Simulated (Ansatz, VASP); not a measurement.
# GaN in VASP and in Ansatz

```xyz
2
Lattice="0.0000 2.2489 2.2489 2.2489 0.0000 2.2489 2.2489 2.2489 0.0000" Properties=species:S:1:pos:R:3 pbc="T T T"
Ga    0.0000    0.0000    0.0000
N     3.3734    3.3734    3.3734
```

Alike in both runs: functional r2SCAN; k mesh 10 × 10 × 10; occupations gaussian, width 0.02 eV; no spin polarisation.

Ansatz relaxed the structure, and its values are those at the end. VASP's run is a single point on that final structure, the one shown.

```csv
,VASP,Ansatz
version,VASP 6.6.1,Ansatz 0.2.0
potentials or method,"VASP PAW PBE potentials, release 64 (Ga_d, N), cutoff 520 eV","scalar-relativistic, plane waves, PAW"
valence electrons in the cell,18,18
```

Ansatz gave:

| Property | Result |
| --- | --- |
| gap on the k mesh at the Fermi level (eV) | 2.17 |
| least direct gap on the mesh (eV) | 2.17 |
| pressure (GPa) | 0.0 |

Question: What did VASP give for the same quantities?

Answer: gap on the k mesh at the Fermi level (eV): 2.16; least direct gap on the mesh (eV): 2.16; pressure (GPa): 1.1.

VASP's potentials were made for PBE, not for r2SCAN.
